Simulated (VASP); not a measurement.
GaAs: single point with PBE

GaAs:

```xyz
2
Lattice="3.3287 0.0000 0.0000 0.0000 3.3287 0.0000 0.0000 0.0000 3.3287" Properties=species:S:1:pos:R:3 pbc="T T T"
Ga    0.0000    0.0000    0.0000
As    1.6643    1.6643    1.6643
```

| Property | Result |
| --- | --- |
| Program | VASP 6.6.1 |
| Task | single point |
| Functional | PBE |
| Potentials or basis | VASP PAW PBE potentials, release 64 (Ga_d, As) |
| Cutoff | 500 eV |
| k mesh | 6 × 6 × 6 |
| Occupations | fermi-dirac, width 0.02 eV |
| Spin | non-collinear spin, zero start, spin-orbit coupling |
| Starting moments | [[0.0, 0.0, 0.0], [0.0, 0.0, 0.0]] μB |
| Dipole correction | no |
| Further INCAR settings | ALGO = Normal; EDIFF = 1e-06; NBANDS = 30 |

| Item | Value |
| --- | --- |
| Pressure | 2.9 GPa |
| Net moment | 0.00 μB per cell |
| Valence electrons inside the program's atomic spheres | Ga 11.51; As 2.66 |

Moments on the atoms (μB; x, y, z):
```
Ga  0.00 0.00 0.00
As  0.00 0.00 0.00
```

It took 19 s on 1 thread of Intel(R) Xeon(R) Platinum 8375C CPU @ 2.90GHz (Ice Lake) (shared host), peak memory 0.21 GiB.
